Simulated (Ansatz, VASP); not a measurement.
**Al: VASP beside Ansatz**

```
Al
1.0
    -1.59122    1.59719    1.59719
     1.59122   -1.58525    1.58525
     1.59122    1.58525   -1.58525
Al
1
Cartesian
  0.0000 0.0000 0.0000
```

Change from the starting cell: strain +0.0075 x Voigt [0, 0, 0, 1, 0, 0], atoms carried along.

Alike in both runs: task single point; functional PBE; k mesh 20 × 20 × 20; occupations gaussian, width 0.15 eV; no spin polarisation.

```csv
,VASP,Ansatz
version,VASP 6.6.1,Ansatz 0.2.0
potentials or method,"VASP PAW PBE potentials, release 64 (Al), cutoff 520 eV","scalar-relativistic, plane waves, PAW"
valence electrons in the cell,3,3
```

|  | VASP | Ansatz | Ansatz less VASP |
| --- | --- | --- | --- |
| gap on the k mesh at the Fermi level (eV) | none | none | - |
| pressure (GPa) | 3.8 | 3.8 | +0.02 |
| traceless stress, the component that is largest in VASP (GPa) | -0.31 | -0.31 | +0.001 |

A gap of «none» marks a metal or a gap that the smearing closes. The functional is the same, so the differences come from potentials, cutoffs and numerics.
